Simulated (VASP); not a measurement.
# Hg (C2/m) in VASP: a series of runs

Hg is run at these levels: PBE; tasks: single point.

All numbers are computed with VASP 6.6.1; they aren't measurements. Logs are shortened: lines on timing, memory, paths and dates and some standing lists are left out, and cuts for length are marked.

### 1 The cell of the first run

The typed cell holds 2 atoms: a = 4.709 Å, b = 4.127 Å, c = 3.131 Å, α = 90.00°, β = 99.96°, γ = 90.00°.

### 2 Single point, PBE (equal strain along all axes, cell held: +1.0 %)

Input file INCAR:

```
SYSTEM = Hg
ALGO     = Fast           ! electronic algorithm
EDIFF    = 1E-7           ! SCF threshold, eV
ENCUT    = 520            ! plane-wave cutoff, eV
GGA      = PE             ! functional
ISIF     = 2              ! what is computed and relaxed
ISMEAR   = 0              ! smearing method
LASPH    = .True.         ! aspherical terms in the spheres
LCHARG   = .False.        ! write CHGCAR
LREAL    = .False.        ! projectors in reciprocal space
LWAVE    = .False.        ! write WAVECAR
NBANDS   = 19             ! bands
NELM     = 100            ! most SCF steps
PREC     = Accurate       ! precision mode
SIGMA    = 0.1            ! smearing width, eV
```

Input file KPOINTS:

```
k-points
0
Gamma
  10 10 14
  0 0 0
```

Input file POSCAR:

```
Hg
1.0
    4.7089415671      0.0000000000      0.0000000000
    0.0000000000      4.1269297703      0.0000000000
   -0.5413485090      0.0000000000      3.0841332179
Hg
2
Direct
    0.5000000000      0.0000000000      0.5000000000
    0.0000000000      0.5000000000      0.5000000000
```

Potentials or basis: VASP PAW PBE potentials, release 64 (Hg).

Launch:

```bash
$ cat potpaw_PBE.64/Hg/POTCAR > POTCAR
$ mpirun -np 1 vasp_std > vasp.out
```

OUTCAR:

```text
SYSTEM = Hg
   EDIFF = 1E-7
   ENCUT = 520
   GGA = PE
   ISIF = 2
   ISMEAR = 0
   LASPH = .True.
   LREAL = .False.
   NELM = 100
   PREC = Accurate

 ion  position               nearest neighbor table
   1  0.500  0.000  0.500-   2 3.13   2 3.13   2 3.13   2 3.13
   2  0.000  0.500  0.500-   1 3.13   1 3.13   1 3.13   1 3.13

  LATTYP: Found a simple monoclinic cell.
 ALAT       =     3.1312834292
 B/A-ratio  =     1.3179674928
 C/A-ratio  =     1.5038375393
 COS(beta)  =    -0.1728839057

  Lattice vectors:

 A1 = (  -0.5413485090,   0.0000000000,   3.0841332179)
 A2 = (   0.0000000000,  -4.1269297703,   0.0000000000)
 A3 = (   4.7089415671,   0.0000000000,   0.0000000000)

Analysis of symmetry for initial positions (statically):
=====================================================================
 Subroutine PRICEL returns following result:

  LATTYP: Found a base centered monoclinic cell.
 ALAT       =     4.7089415671
 B/A-ratio  =     0.8764028416
 C/A-ratio  =     0.6649654460
 COS(beta)  =    -0.1728839057

  Lattice vectors:

 A1 = (   2.3544707836,  -2.0634648852,   0.0000000000)
 A2 = (   2.3544707836,   2.0634648852,   0.0000000000)
 A3 = (  -0.5413485090,   0.0000000000,   3.0841332179)

   2 primitive cells build up your supercell.

 Routine SETGRP: Setting up the symmetry group for a
 simple monoclinic supercell.

 Subroutine GETGRP returns: Found  4 space group operations
 (whereof  4 operations were pure point group operations)
 out of a pool of  4 trial point group operations.

The static configuration has the point symmetry C_2h.

Analysis of symmetry for dynamics (positions and initial velocities):
=====================================================================
 Subroutine PRICEL returns following result:

  LATTYP: Found a base centered monoclinic cell.
 ALAT       =     4.7089415671
 B/A-ratio  =     0.8764028416
 C/A-ratio  =     0.6649654460
 COS(beta)  =    -0.1728839057

  Lattice vectors:

 A1 = (   2.3544707836,  -2.0634648852,   0.0000000000)
[... 93 lines left out ...]
   number of dos      NEDOS =    301   number of ions     NIONS =      2
   total plane-waves  NPLWV =  27648
   dimension x,y,z NGX =    36 NGY =   32 NGZ =   24
   dimension x,y,z NGXF=    72 NGYF=   64 NGZF=   48
   ions per type =               2
   NGX,Y,Z   is equivalent  to a cutoff of  12.71, 12.89, 12.74 a.u.
   NGXF,Y,Z  is equivalent  to a cutoff of  25.42, 25.78, 25.48 a.u.
 SYSTEM =  Hg
   PREC   = accura    normal or accurate (medium, high low for compatibility)
   ISTART =      0    job   : 0-new  1-cont  2-samecut
   ICHARG =      2    charge: 1-file 2-atom 10-const
   ISPIN  =      1    spin polarized calculation?
   LNONCOLLINEAR =      F non collinear calculations
   LSORBIT =      F    spin-orbit coupling
   LASPH  =      T    aspherical Exc in radial PAW
   ENCUT  =  520.0 eV  38.22 Ry    6.18 a.u.   8.76  7.67  5.82*2*pi/ulx,y,z
   NELM   =    100;   NELMIN=  2; NELMDL= -5     # of ELM steps
   EDIFF  = 0.1E-06   stopping-criterion for ELM
   LREAL  =      F    real-space projection
   EDIFFG = 0.1E-05   stopping-criterion for IOM
   NSW    =      0    number of steps for IOM
   IBRION =     -1    ionic relax: 0-MD 1-quasi-New 2-CG
   NFREE  =      0    steps in history (QN), initial steepest desc. (CG)
   ISIF   =      2    stress and relaxation
   ISYM   =      2    0-nonsym 1-usesym 2-fastsym
   POTIM  = 0.5000    time-step for ionic-motion
   TEBEG  =    0.0;   TEEND  =   0.0 temperature during run
   PSTRESS=    0.0 pullay stress
   NELECT =      24.0000    total number of electrons
   NUPDOWN=      -1.0000    fix difference up-down
   EMIN   =  10.00;   EMAX   =-10.00  energy-range for DOS
   EFERMI =   0.00;   METHOD = LEGACY
   ISMEAR =     0;   SIGMA  =   0.10  broadening in eV -4-tet -1-fermi 0-gaus
   EFERMI_NEDOS =   21; number of points for ismear=-14 and -15
   IALGO  =     68    algorithm
   IMIX   =      4    mixing-type and parameters
     AMIX     =   0.40;   BMIX     =  1.00
     AMIX_MAG =   1.60;   BMIX_MAG =  1.00
  volume/ion in A,a.u.               =      29.97       202.23
  Fermi-wavevector in a.u.,A,eV,Ry     =   1.206658  2.280252 19.810392  1.456023
  Thomas-Fermi vector in A             =   2.342318
   LORBIT       =      0    0 simple, 1 ext, 2 COOP (PROOUT), +10 PAW based schemes
   GGA     = PE    functional components
   LHFCALC =     F    Hartree Fock is set to
   AEXX    =    0.0000 exact exchange contribution
   IVDW    =     0    specifies the selected vdW correction
   LEPSILON=     F    determine dielectric tensor
   LRPA    =     F    only Hartree local field effects (RPA)
 non-spin polarized calculation
 RMM-DIIS sequential band-by-band and
 Gauss-broadening in eV      SIGMA  =   0.10
  energy-cutoff  :      520.00
  volume of cell :       59.94
 maximum number of plane-waves:      1634
   NGX = 17   NGY = 15   NGZ = 11

 number of electron      23.9999993 magnetization

 Free energy of the ion-electron system (eV)
  ---------------------------------------------------
  ext. energy  EPLUGINS =         0.00000000
  ---------------------------------------------------
  free energy    TOTEN  =        -0.33118693 eV

  energy without entropy =       -0.32827919  energy(sigma->0) =       -0.32973306

 E-fermi :   1.2225     XC(G=0):  -9.5012

 val. band max:        1.2079108454   @ k =   0.0000   0.1000   0.2143
 cond. band min:       1.2250969936   @ k =   0.4000   0.3000  -0.0000
 fundamental gap:      0.0171861482
 Fermi energy:         1.2224794806

 k-point     1 :       0.0000    0.0000    0.0000
  band No.  band energies     occupation
      1      -6.3972      2.00000
      2      -6.2102      2.00000
      3      -6.2094      2.00000
      4      -6.0331      2.00000
      5      -5.9594      2.00000
      6      -5.0029      2.00000
[... 505 lines left out ...]
      6      -5.1846      2.00000
[... 11 lines left out ...]
     18      12.9172      0.00000
     19      14.4124      0.00000

 [... further k-points ...]
[... 5 lines left out ...]
  --------------------------------------------------------------------------------------
  -------------------------------------------------------------------------------------
  Total       -0.0431556     -0.0856252     -0.0288878      0.0000000      0.0000000     -0.0159894
  in kB       -1.1536241     -2.2889091     -0.7722210      0.0000000      0.0000000     -0.4274247
  external PRESSURE =      -1.4049181 kB  Pullay stress =       0.0000000 kB

 VOLUME and BASIS-vectors are now :
 -----------------------------------------------------------------------------
  energy-cutoff  :      520.00
  volume of cell :       59.94
      direct lattice vectors                 reciprocal lattice vectors
     4.708941567  0.000000000  0.000000000     0.212361947  0.000000000  0.037275246
     0.000000000  4.126929770  0.000000000     0.000000000  0.242310884  0.000000000
    -0.541348509  0.000000000  3.084133218     0.000000000  0.000000000  0.324240209

 POSITION                                       TOTAL-FORCE (eV/Angst)
 -----------------------------------------------------------------------------------
      2.08380      0.00000      1.54207        -0.000000     -0.000000      0.000000
     -0.27067      2.06346      1.54207         0.000000      0.000000     -0.000000
 -----------------------------------------------------------------------------------
    total drift:                               -0.000000      0.000000      0.000000

  FREE ENERGIE OF THE ION-ELECTRON SYSTEM (eV)
  ---------------------------------------------------
  free  energy   TOTEN  =        -0.3311869277 eV

  energy  without entropy=       -0.3282791896  energy(sigma->0) =       -0.32973306
```

It took 1.8 min on 1 thread of Intel Xeon 6975P-C (Granite Rapids), shared host; peak memory 0.48 GiB.

What came out:

```
Free energy            : -0.3312 eV
Pressure               : -0.1 GPa
Band gap on the k mesh : zero (bands 12 and 13 overlap by 2.67 eV)
```

Stress tensor (GPa, compression positive):
```
-0.12  0.00 -0.04
 0.00 -0.23  0.00
-0.04  0.00 -0.08
```

Levels at points of the mesh, in eV from the Fermi level:
| k point | band 9 | band 10 | band 11 | band 12 | band 13 | band 14 | band 15 | band 16 |
| --- | --- | --- | --- | --- | --- | --- | --- | --- |
| (0.00, 0.00, 0.00) | -5.91 | -5.86 | -5.39 | 0.05 | 0.91 | 2.59 | 7.38 | 9.64 |
| (0.50, 0.00, 0.00) | -6.06 | -6.06 | -5.40 | -5.40 | 5.45 | 5.45 | 6.08 | 6.08 |
| (0.00, 0.50, 0.00) | -6.09 | -6.09 | -4.86 | -4.86 | 4.33 | 4.33 | 4.48 | 4.48 |
| (0.50, 0.50, 0.00) | -5.86 | -5.86 | -2.88 | -2.88 | -1.23 | -1.23 | 11.89 | 11.89 |
| (0.00, 0.00, 0.50) | -5.38 | -5.38 | -2.88 | -1.23 | 2.60 | 2.86 | 5.62 | 5.63 |
| (0.50, 0.00, 0.50) | -6.09 | -6.09 | -1.99 | -1.99 | 1.38 | 1.38 | 8.47 | 8.47 |
| (0.00, 0.50, 0.50) | -5.92 | -5.92 | -1.33 | -1.33 | 1.48 | 1.48 | 6.71 | 6.71 |
| (0.50, 0.50, 0.50) | -5.39 | -5.39 | 0.05 | 0.05 | 0.92 | 0.92 | 2.58 | 2.58 |

Caveat: the cell differs from its parent crystal (equal strain along all axes, cell held: +1.0 %); spin-orbit coupling is left out, which moves the levels of the heavy elements.

### 3 Single point, PBE (equal strain along all axes, cell held: +2.0 %)

Input file INCAR:

```
SYSTEM = Hg
ALGO = Fast ; EDIFF = 1E-7
ENCUT = 520 ; GGA = PE
ISIF = 2 ; ISMEAR = 0
LASPH = .True. ; LCHARG = .False.
LREAL = .False. ; LWAVE = .False.
NBANDS = 19 ; NELM = 60
PREC = Accurate ; SIGMA = 0.1
```

KPOINTS is that of step 2.

Input file POSCAR:

```
Hg
1.0
    4.7555647509      0.0000000000      0.0000000000
    0.0000000000      4.1677904611      0.0000000000
   -0.5467083952      0.0000000000      3.1146691903
Hg
2
Direct
    0.5000000000      0.0000000000      0.5000000000
    0.0000000000      0.5000000000      0.5000000000
```

Potentials or basis: VASP PAW PBE potentials, release 64 (Hg).

Launch:

```bash
$ cat potpaw_PBE.64/Hg/POTCAR > POTCAR
$ mpirun -np 1 vasp_std > vasp.out
```

It took 1.7 min on 1 thread of Intel Xeon 6975P-C (Granite Rapids), shared host; peak memory 0.48 GiB.

It converged, with:

- Free energy: -0.3289 eV
- Pressure: -0.4 GPa
- Band gap on the k mesh: zero (bands 12 and 13 overlap by 2.42 eV)

Stress tensor (GPa, compression positive):
```
-0.36  0.00 -0.03
 0.00 -0.44  0.00
-0.03  0.00 -0.36
```

Levels at points of the mesh, in eV from the Fermi level:
```csv
k point,band 8,band 9,band 10,band 11,band 12,band 13,band 14,band 15,band 16,band 17
"(0.00, 0.00, 0.00)",-5.87,-5.87,-5.83,-5.38,-0.06,0.97,2.61,7.30,9.49,9.49
"(0.50, 0.00, 0.00)",-6.05,-6.01,-6.01,-5.28,-5.28,5.38,5.38,5.95,5.95,11.01
"(0.00, 0.50, 0.00)",-6.05,-6.04,-6.04,-4.76,-4.76,4.27,4.27,4.43,4.43,12.34
"(0.50, 0.50, 0.00)",-6.15,-5.83,-5.83,-2.89,-2.89,-1.10,-1.10,11.69,11.69,11.74
"(0.00, 0.00, 0.50)",-5.83,-5.37,-5.37,-2.90,-1.10,2.61,2.65,5.54,5.55,9.23
"(0.50, 0.00, 0.50)",-6.38,-6.03,-6.03,-1.99,-1.99,1.41,1.41,8.30,8.30,8.85
"(0.00, 0.50, 0.50)",-6.31,-5.87,-5.87,-1.36,-1.36,1.51,1.51,6.60,6.60,6.63
"(0.50, 0.50, 0.50)",-6.16,-5.38,-5.38,-0.06,-0.06,0.98,0.98,2.60,2.60,7.30
```

Caveat: the cell differs from its parent crystal (equal strain along all axes, cell held: +2.0 %); spin-orbit coupling is left out, which moves the levels of the heavy elements.

(Part 1 of 2 ends here.)
